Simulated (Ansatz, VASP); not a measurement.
Two plane-wave programs on AlRu

```
Al Ru
1.0
     2.99160    0.00000    0.00000
     0.00000    2.99160    0.00000
     0.00000    0.00000    2.99160
Al Ru
1 1
Direct
  0.85818 0.85818 0.00000
  0.50000 0.50000 0.50000
```

Alike in both runs: task single point; functional PBEsol; k mesh 16 × 16 × 16; occupations gaussian, width 0.15 eV; no spin polarisation.

|  | VASP | Ansatz |
| --- | --- | --- |
| version | VASP 6.6.1 | Ansatz 0.2.0 |
| potentials or method | VASP PAW PBE potentials, release 64 (Al, Ru_pv), cutoff 520 eV | scalar-relativistic, plane waves, PAW |
| valence electrons in the cell | 17 | 19 |

Ansatz gave:

* gap on the k mesh at the Fermi level (eV): none
* pressure (GPa): 26.0
* traceless stress, the component that is largest in VASP (GPa): 25.37
* rms of the force components (eV/Å): 3.947

Problem. What did VASP give for the same quantities?

Solution. gap on the k mesh at the Fermi level (eV): none; pressure (GPa): 26.3; traceless stress, the component that is largest in VASP (GPa): 25.68; rms of the force components (eV/Å): 3.989.

VASP's potentials were made for PBE, not for PBEsol. Atom by atom the forces differ by 0.042 eV/Å (rms over components). A gap of «none» marks a metal or a gap that the smearing closes. VASP's potentials hold 17 valence electrons a cell and Ansatz's 19, so a difference there can come from the potentials and not from the codes.
